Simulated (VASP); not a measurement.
Input of a VASP 6.6.1 run:

The input INCAR:

```
SYSTEM = LiCl
PREC = Accurate
ENCUT = 520
EDIFF = 1E-6
ISMEAR = -1
SIGMA = 0.16
LREAL = Auto
LASPH = .True.
NELM = 100
ALGO = Normal
ISIF = 2
LWAVE = .False.
LCHARG = .True.
GGA = PE
LELF = .True.
LVHAR = .True.
NBANDS = 54
```

KPOINTS

```
regular mesh
0
Gamma
  2 2 2
  0 0 0
```

File POSCAR:

```
LiCl
1.0
    0.0000000000      5.3267100000      5.3267100000
    5.3267100000      0.0000000000      5.3267100000
    5.3267100000      5.3267100000      0.0000000000
Li Cl
8 8
Direct
    0.0005256528      0.0453000069     -0.0665326252
    0.0269490924      0.0443519546      0.5091604386
    0.0881407097      0.4672114682     -0.0230348564
    0.0505471482      0.5430838172      0.4204002095
    0.4795267623     -0.0665326252      0.1628397266
    0.5772887955      0.0482755772      0.5007124473
    0.6396631317      0.5414786989      0.0641108677
    0.4925178957      0.4461665831      0.5718726944
    0.3351599768      0.2343285067      0.2633895970
    0.3162364762      0.1786656304      0.7220967539
    0.3236707086      0.6690433682      0.3261675593
    0.2623007447      0.6567468475      0.7933978009
    0.8509661686      0.2497132376      0.2223792923
    0.8483660646      0.3310861676      0.6444878734
    0.7933884142      0.7880192464      0.2408897800
    0.7906005771      0.7730850750      0.7113771915
```

Potentials or basis: VASP PAW PBE potentials, release 64 (Li_sv, Cl).

Run with:

```console
$ cat potpaw_PBE.64/Li_sv/POTCAR potpaw_PBE.64/Cl/POTCAR > POTCAR
$ mpirun -np 1 vasp_std > vasp.out
```

Q: What does it give for the largest force?

A: 2.609 eV/Å.

Q: Predict the band gap on the k mesh.

A: 5.06 eV.

Forces on the atoms (eV/Å):
```
Li  -0.009  0.005 -0.046
Li  -0.083  0.148 -0.077
Li  -0.036  0.204 -1.966
Li   0.003  0.065  0.062
Li   0.115 -0.045  0.369
Li  -1.722 -0.075  0.245
Li  -0.102 -1.033  0.000
Li   0.179  0.602  0.057
Cl  -0.509 -0.412 -0.281
Cl   2.129  0.412 -0.542
Cl  -0.161 -0.728  0.739
Cl   0.541 -0.157  2.547
Cl  -0.355  0.490 -0.104
Cl   0.042  0.278 -1.469
Cl  -0.289 -0.362  0.435
Cl   0.258  0.609  0.031
```

Caveat: the k points lie up to 0.51 Å⁻¹ apart; forces of over 1 eV/Å act on the atoms, so gaps and moduli don't describe the material at rest.
